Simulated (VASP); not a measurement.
# BeAlS3 (P6/mmm) in VASP: a series of runs

The runs below take BeAlS3 through relaxation of cell and atoms, single point, with PBE.

All numbers are computed with VASP 6.6.1; they aren't measurements. Logs are shortened: lines on timing, memory, paths and dates and some standing lists are left out, and cuts for length are marked.

## Step 1: The cell of the first run

It takes space group P6/mmm (No. 191, hexagonal). Conventional cell: a = 5.086 Å, b = 5.086 Å, c = 4.430 Å, α = 90.00°, β = 90.00°, γ = 120.00°. Be (site symmetry 6/mmm) has 2 Al at 2.22 Å and 6 S at 2.54 Å within 2.9 Å. Within 2.9 Å of Al (site symmetry 6/mmm) lie 2 Be at 2.22 Å. S (site symmetry mmm) has 2 Be at 2.54 Å and 4 S at 2.54 Å and 4 Al at 3.37 Å within 3.4 Å.

The cell was built from a structure type or drawn by symmetry, and may not be a known phase.

## Step 2: Relaxation of cell and atoms, PBE

Input file INCAR:

```
PREC     = Accurate       # precision mode
ENCUT    = 600            # plane-wave cutoff, eV
EDIFF    = 1E-7           # SCF threshold, eV
ISMEAR   = 0              # smearing method
SIGMA    = 0.1            # smearing width, eV
LREAL    = False          # projectors in reciprocal space
LASPH    = True           # aspherical terms in the spheres
NELM     = 100            # most SCF steps
ALGO     = Normal         # electronic algorithm
ISIF     = 3              # what is computed and relaxed
LWAVE    = False          # write WAVECAR
LCHARG   = False          # write CHGCAR
GGA      = PE             # functional
IBRION   = 2              # ionic algorithm
NSW      = 90             # ionic steps
EDIFFG   = -0.04          # ionic threshold
```

Input file KPOINTS:

```
regular mesh
0
Gamma
  6 6 4
```

Input file POSCAR:

```
BeAlS3
1.0
    5.0862581100      0.0000000000      0.0000000000
   -2.5431290600      4.4048287400      0.0000000000
    0.0000000000      0.0000000000      4.4303037700
Be Al S
1 1 3
Direct
    0.0000000000      0.0000000000      0.5000000000
    0.0000000000      0.0000000000      0.0000000000
    0.5000000000      0.0000000000      0.5000000000
    0.0000000000      0.5000000000      0.5000000000
    0.5000000000      0.5000000000      0.5000000000
```

Potentials or basis: VASP PAW PBE potentials, release 64 (Be, Al, S).

On the command line:

```console
$ cat potpaw_PBE.64/Be/POTCAR potpaw_PBE.64/Al/POTCAR potpaw_PBE.64/S/POTCAR > POTCAR
$ mpirun -np 1 vasp_std > vasp.out
```

OUTCAR:

```text
PREC = Accurate
   ENCUT = 600
   EDIFF = 1E-7
   ISMEAR = 0
   LREAL = False
   LASPH = True
   NELM = 100
   ISIF = 3
   GGA = PE
   IBRION = 2
   NSW = 90
   EDIFFG = -0.04

 ion  position               nearest neighbor table
   1  0.000  0.000  0.500-   2 2.22   2 2.22   3 2.54   3 2.54   5 2.54   5 2.54   4 2.54   4 2.54

   2  0.000  0.000  0.000-   1 2.22   1 2.22
   3  0.500  0.000  0.500-   1 2.54   1 2.54   4 2.54   4 2.54   5 2.54   5 2.54
   4  0.000  0.500  0.500-   5 2.54   5 2.54   3 2.54   3 2.54   1 2.54   1 2.54
   5  0.500  0.500  0.500-   4 2.54   4 2.54   1 2.54   1 2.54   3 2.54   3 2.54

  LATTYP: Found a hexagonal cell.
 ALAT       =     5.0862581100
 C/A-ratio  =     0.8710340046

  Lattice vectors:

 A1 = (   5.0862581100,   0.0000000000,   0.0000000000)
 A2 = (  -2.5431290600,   4.4048287400,   0.0000000000)
 A3 = (   0.0000000000,   0.0000000000,   4.4303037700)

Analysis of symmetry for initial positions (statically):
=====================================================================
 Subroutine PRICEL returns:
 Original cell was already a primitive cell.

 Routine SETGRP: Setting up the symmetry group for a
 hexagonal supercell.

 Subroutine GETGRP returns: Found 24 space group operations
 (whereof 24 operations were pure point group operations)
 out of a pool of 24 trial point group operations.

The static configuration has the point symmetry D_6h.

Analysis of symmetry for dynamics (positions and initial velocities):
=====================================================================
 Subroutine PRICEL returns:
 Original cell was already a primitive cell.

 Routine SETGRP: Setting up the symmetry group for a
 hexagonal supercell.

 Subroutine GETGRP returns: Found 24 space group operations
 (whereof 24 operations were pure point group operations)
 out of a pool of 24 trial point group operations.

The dynamic configuration has the point symmetry D_6h.

 Subroutine INISYM returns: Found 24 space group operations
 (whereof 24 operations are pure point group operations),
 and found     1 'primitive' translations

----------------------------------------------------------------------------------------

                                     Primitive cell

  volume of cell :      99.2570

  direct lattice vectors                    reciprocal lattice vectors
     5.086258110  0.000000000  0.000000000     0.196608190  0.113511791  0.000000000
    -2.543129060  4.404828740  0.000000000     0.000000000  0.227023582  0.000000000
     0.000000000  0.000000000  4.430303770     0.000000000  0.000000000  0.225718157

  length of vectors
     5.086258110  5.086258118  4.430303770     0.227023583  0.227023582  0.225718157

  position of ions in fractional coordinates (direct lattice)
     0.000000000  0.000000000  0.500000000
     0.000000000  0.000000000  0.000000000
     0.500000000  0.000000000  0.500000000
     0.000000000  0.500000000  0.500000000
     0.500000000  0.500000000  0.500000000

  ion indices of the primitive-cell ions
   primitive index   ion index
                 1           1
                 2           2
                 3           3
                 4           4
                 5           5

----------------------------------------------------------------------------------------

 KPOINTS: regular mesh

Automatic generation of k-mesh.
 Grid dimensions read from file:
 generate k-points for:    6    6    4

 Generating k-lattice:

  Cartesian coordinates                     Fractional coordinates (reciprocal lattice)
     0.032768032  0.018918632  0.000000000     0.166666667  0.000000000  0.000000000
     0.000000000  0.037837264  0.000000000     0.000000000  0.166666667  0.000000000
     0.000000000  0.000000000  0.056429539     0.000000000  0.000000000  0.250000000

  Length of vectors
     0.037837264  0.037837264  0.056429539

  Shift w.r.t. Gamma in fractional coordinates (k-lattice)
     0.000000000  0.000000000  0.000000000

 Subroutine IBZKPT returns following result:
 ===========================================

 Found     21 irreducible k-points:

 Following reciprocal coordinates:
            Coordinates               Weight
  0.000000  0.000000  0.000000      1.000000
  0.166667  0.000000  0.000000      6.000000
  0.333333 -0.000000  0.000000      6.000000
  0.500000  0.000000  0.000000      3.000000
  0.166667  0.166667  0.000000      6.000000
  0.333333  0.166667  0.000000     12.000000
[... 13 lines left out ...]
  0.333333  0.166667  0.500000     12.000000
  0.333333  0.333333  0.500000      2.000000
   k-points           NKPTS =     21   k-points in BZ     NKDIM =     21   number of bands    NBANDS=     15
   number of dos      NEDOS =    301   number of ions     NIONS =      5
   total plane-waves  NPLWV =  63504
   dimension x,y,z NGX =    42 NGY =   42 NGZ =   36
   dimension x,y,z NGXF=    84 NGYF=   84 NGZF=   72
   ions per type =               1   1   3
   NGX,Y,Z   is equivalent  to a cutoff of  13.73, 13.73, 13.51 a.u.
   NGXF,Y,Z  is equivalent  to a cutoff of  27.46, 27.46, 27.02 a.u.
 SYSTEM =  unknown system
   PREC   = accura    normal or accurate (medium, high low for compatibility)
   ISTART =      0    job   : 0-new  1-cont  2-samecut
   ICHARG =      2    charge: 1-file 2-atom 10-const
   ISPIN  =      1    spin polarized calculation?
   LNONCOLLINEAR =      F non collinear calculations
   LSORBIT =      F    spin-orbit coupling
   LASPH  =      T    aspherical Exc in radial PAW
   ENCUT  =  600.0 eV  44.10 Ry    6.64 a.u.  10.16 10.16  8.85*2*pi/ulx,y,z
   NELM   =    100;   NELMIN=  2; NELMDL= -5     # of ELM steps
   EDIFF  = 0.1E-06   stopping-criterion for ELM
   LREAL  =      F    real-space projection
   EDIFFG = -.4E-01   stopping-criterion for IOM
   NSW    =     90    number of steps for IOM
   IBRION =      2    ionic relax: 0-MD 1-quasi-New 2-CG
   NFREE  =      1    steps in history (QN), initial steepest desc. (CG)
   ISIF   =      3    stress and relaxation
   ISYM   =      2    0-nonsym 1-usesym 2-fastsym
   POTIM  = 0.5000    time-step for ionic-motion
   TEBEG  =    0.0;   TEEND  =   0.0 temperature during run
   PSTRESS=    0.0 pullay stress
   NELECT =      23.0000    total number of electrons
   NUPDOWN=      -1.0000    fix difference up-down
   EMIN   =  10.00;   EMAX   =-10.00  energy-range for DOS
   EFERMI =   0.00;   METHOD = LEGACY
   ISMEAR =     0;   SIGMA  =   0.10  broadening in eV -4-tet -1-fermi 0-gaus
   EFERMI_NEDOS =   21; number of points for ismear=-14 and -15
   IALGO  =     38    algorithm
   IMIX   =      4    mixing-type and parameters
     AMIX     =   0.40;   BMIX     =  1.00
     AMIX_MAG =   1.60;   BMIX_MAG =  1.00
  volume/ion in A,a.u.               =      19.85       133.96
  Fermi-wavevector in a.u.,A,eV,Ry     =   1.005535  1.900185 13.756856  1.011100
  Thomas-Fermi vector in A             =   2.138220
   LORBIT       =      0    0 simple, 1 ext, 2 COOP (PROOUT), +10 PAW based schemes
   GGA     = PE    functional components
   LHFCALC =     F    Hartree Fock is set to
   AEXX    =    0.0000 exact exchange contribution
   IVDW    =     0    specifies the selected vdW correction
   LEPSILON=     F    determine dielectric tensor
   LRPA    =     F    only Hartree local field effects (RPA)
 conjugate gradient relaxation of ions
 non-spin polarized calculation
 Gauss-broadening in eV      SIGMA  =   0.10
  energy-cutoff  :      600.00
  volume of cell :       99.26
 maximum number of plane-waves:      3359
 NGX is ok and might be reduce to    42
   NGX = 21   NGY = 21   NGZ = 17

--------------------------------------- Ionic step        1  -------------------------------------------

 number of electron      23.0000001 magnetization

 Free energy of the ion-electron system (eV)
  ---------------------------------------------------
  ext. energy  EPLUGINS =         0.00000000
  ---------------------------------------------------
  free energy    TOTEN  =       -16.37723843 eV

  energy without entropy =      -16.35601657  energy(sigma->0) =      -16.36662750

------------------------ aborting loop because EDIFF is reached ----------------------------------------

  FORCE on cell =-STRESS in cart. coord.  units (eV):
  Direction    XX          YY          ZZ          XY          YZ          ZX
  --------------------------------------------------------------------------------------
  -------------------------------------------------------------------------------------
  Total        0.6771380      0.6771380      2.3837133     -0.0000000      0.0000000      0.0000000
  in kB       10.9301676     10.9301677     38.4772196     -0.0000000      0.0000000      0.0000000
  external PRESSURE =      20.1125183 kB  Pullay stress =       0.0000000 kB

 VOLUME and BASIS-vectors are now :
 -----------------------------------------------------------------------------
  energy-cutoff  :      600.00
  volume of cell :       99.26
      direct lattice vectors                 reciprocal lattice vectors
     5.086258110  0.000000000  0.000000000     0.196608190  0.113511791  0.000000000
    -2.543129060  4.404828740  0.000000000     0.000000000  0.227023582  0.000000000
     0.000000000  0.000000000  4.430303770     0.000000000  0.000000000  0.225718157
[... 118 lines left out ...]
 POSITION                                       TOTAL-FORCE (eV/Angst)
 -----------------------------------------------------------------------------------
      0.00000      0.00000      2.29052         0.000000      0.000000      0.000000
      0.00000     -0.00000      0.00000         0.000000      0.000000      0.000000
      2.56771     -0.00000      2.29052         0.000000     -0.000000      0.000000
     -1.28385      2.22370      2.29052         0.000000      0.000000      0.000000
      1.28385      2.22370      2.29052        -0.000000     -0.000000      0.000000
 -----------------------------------------------------------------------------------
    total drift:                                0.000000     -0.000000     -0.000000

  FREE ENERGIE OF THE ION-ELECTRON SYSTEM (eV)
  ---------------------------------------------------
  free  energy   TOTEN  =       -16.4223086174 eV

  energy  without entropy=      -16.4020574038  energy(sigma->0) =      -16.41218301

--------------------------------------- Ionic step        5  -------------------------------------------

 number of electron      22.9999997 magnetization

 Free energy of the ion-electron system (eV)
  ---------------------------------------------------
  ext. energy  EPLUGINS =         0.00000000
  ---------------------------------------------------
  free energy    TOTEN  =       -16.42471317 eV

  energy without entropy =      -16.40393664  energy(sigma->0) =      -16.41432491

 E-fermi :   3.8657     XC(G=0):  -8.8418

 val. band max:        3.8298367456   @ k =   0.3333   0.1667   0.5000
 cond. band min:       3.8809402945   @ k =   0.3333   0.1667   0.2500
 fundamental gap:      0.0511035489
 Fermi energy:         3.8656719032

 k-point     1 :       0.0000    0.0000    0.0000
  band No.  band energies     occupation
      1     -11.4838      2.00000
      2      -7.0723      2.00000
      3      -7.0723      2.00000
      4      -3.3649      2.00000
      5      -2.0374      2.00000
      6      -2.0374      2.00000
      7      -0.7743      2.00000
      8      -0.5843      2.00000
      9       3.3522      2.00000
     10       3.3522      2.00000
     11       4.4994      0.00000
     12       4.8640      0.00000
     13       6.0740      0.00000
     14       6.8891      0.00000
     15       6.8891      0.00000
[... 380 lines left out ...]
 POSITION                                       TOTAL-FORCE (eV/Angst)
 -----------------------------------------------------------------------------------
      0.00000     -0.00000      2.30056        -0.000000     -0.000000      0.000000
      0.00000     -0.00000      4.60113        -0.000000     -0.000000      0.000000
     -0.00000      4.42882      2.30056        -0.000000     -0.000000      0.000000
     -1.27849      2.21441      2.30056         0.000000      0.000000      0.000000
      1.27849      2.21441      2.30056        -0.000000     -0.000000      0.000000
 -----------------------------------------------------------------------------------
    total drift:                                0.000000      0.000000     -0.000000

  FREE ENERGIE OF THE ION-ELECTRON SYSTEM (eV)
  ---------------------------------------------------
  free  energy   TOTEN  =       -16.4247131738 eV

  energy  without entropy=      -16.4039366414  energy(sigma->0) =      -16.41432491

 reached required accuracy - stopping structural energy minimisation
```

It took 97 s on 1 thread of AMD EPYC 7R13 (Zen 3), shared host; peak memory 0.23 GiB.

What came out:

| Item | Value |
| --- | --- |
| Free energy | -16.4247 eV |
| Relaxed volume | 20.84 Å³/atom |
| Relaxed cell | a = 5.114 Å, b = 5.114 Å, c = 4.601 Å, α = 90.00°, β = 90.00°, γ = 120.00° |
| Space group after relaxing (to 0.1 Å) | P6/mmm (No. 191) |
| Energy gained by relaxing | 9.5 meV/atom |
| Ionic steps | 5 |
| Pressure after relaxing | 0.0 GPa |
| Band gap on the k mesh | zero (an odd number of electrons rules out a gap without spin polarisation) |

The path:
| step | energy change (eV) | largest force (eV/Å) | pressure (GPa) | volume (Å³) |
| --- | --- | --- | --- | --- |
| 1 | 0.0000 | 0.0000 | 2.01 | 99.26 |
| 2 | -0.0407 | 0.0000 | 0.38 | 102.87 |
| 3 | -0.0450 | 0.0000 | -0.39 | 104.81 |
| 4 | -0.0451 | 0.0000 | -0.32 | 104.63 |
| 5 | -0.0475 | 0.0000 | 0.02 | 104.21 |

Final structure:
```
Be Al S
1.0
     5.11396    0.00000    0.00000
    -2.55698    4.42882    0.00000
     0.00000    0.00000    4.60113
Be Al S
1 1 3
Direct
  0.00000 0.00000 0.50000
  0.00000 0.00000 0.00000
  0.50000 0.00000 0.50000
  0.00000 0.50000 0.50000
  0.50000 0.50000 0.50000
```

Levels at points of the mesh, in eV from the Fermi level:
```tsv
k point	band 9	band 10	band 11	band 12	band 13	band 14	band 15
(0.00, 0.00, 0.00)	-0.51	-0.51	0.63	1.00	2.21	3.02	3.02
(0.50, 0.00, 0.00)	-2.07	-1.82	-1.23	-0.75	0.04	1.06	3.19
(0.00, 0.00, 0.50)	-1.56	-0.98	-0.98	1.85	1.85	2.23	3.43
(0.50, 0.00, 0.50)	-2.01	-1.77	-1.57	-1.52	1.32	2.97	3.33
```

[end of part 1 of 2]
